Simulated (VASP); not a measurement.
Crystal: Al.

```
Al
1.0
     0.00000    2.02481    2.02481
     2.02481    0.00000    2.02481
     2.02481    2.02481    0.00000
Al
1
Direct
  0.00000 0.00000 0.00000
```

* Program: VASP 6.6.1
* Task: relaxation of cell and atoms
* Functional: PBEsol
* Potentials or basis: VASP PAW PBE potentials, release 64 (Al)
* Cutoff: 600 eV
* k mesh: 20 × 20 × 20
* Occupations: fermi-dirac, width 0.1 eV
* Spin: no spin polarisation

At the start: pressure -1.9 GPa; volume 16.60 Å³/atom.

Task: How do energy, volume and symmetry change on relaxing?

Result: Over 3 steps the energy falls by 2.5 meV/atom and the volume is 16.19 Å³/atom (-2.5 %); space group Fm-3m (No. 225, to 0.05 Å).

Step by step:
```
step  energy change (eV)  largest force (eV/Å)  pressure (GPa)  volume (Å³)
   1              0.0000                0.0000           -1.92        16.60
   2             -0.0024                0.0000            0.33        16.13
   3             -0.0025                0.0000            0.00        16.19
```

Final structure:
```yaml
crystal:
  lattice:
    - [0.00000, 2.00808, 2.00808]
    - [2.00808, 0.00000, 2.00808]
    - [2.00808, 2.00808, 0.00000]
  atoms:
    - { symbol: Al, position: [0.00000, 0.00000, 0.00000] }
```

Caveat: the PAW data sets were made with another functional, which shifts forces and pressure a little.
